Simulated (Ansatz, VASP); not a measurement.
**TiO2: VASP beside Ansatz**

```
Ti O
1.0
     4.26915    0.00000    0.00000
     0.00000    4.26915    0.00000
     0.00000    0.00000    2.88613
Ti O
2 4
Direct
  0.00000 0.00000 0.00000
  0.50000 0.50000 0.50000
  0.30565 0.30565 0.00000
  0.19435 0.80565 0.50000
  0.69435 0.69435 0.00000
  0.80565 0.19435 0.50000
```

Change from the starting cell: strain -0.080 along x and y, -0.040 along z, atoms carried along.

Alike in both runs: task single point; functional PBE; k mesh 6 × 6 × 10; occupations gaussian, width 0.05 eV; no spin polarisation; Hubbard terms Ti d U = 4.0 eV.

|  | VASP | Ansatz |
| --- | --- | --- |
| version | VASP 6.6.1 | Ansatz 0.2.0 |
| potentials or method | VASP PAW PBE potentials, release 64 (Ti_sv, O), cutoff 520 eV | scalar-relativistic, plane waves, PAW |
| valence electrons in the cell | 48 | 48 |

```csv
,VASP,Ansatz,Ansatz less VASP
gap on the k mesh at the Fermi level (eV),2.84,2.80,-0.036
least direct gap on the mesh (eV),2.84,2.83,-0.008
pressure (GPa),76.1,68.8,-7.37
"traceless stress, the component that is largest in VASP (GPa)",1.76,0.70,-1.064
rms of the force components (eV/Å),0.386,0.335,-0.0509
```

The programs project onto different local orbitals, so the same U acts differently, and such runs can settle in different states. Atom by atom the forces differ by 0.051 eV/Å (rms over components). Both programs put the cell under a high pressure, so it lies far from rest at this level.

Noted on VASP's run: the cell as given lies far from equilibrium.
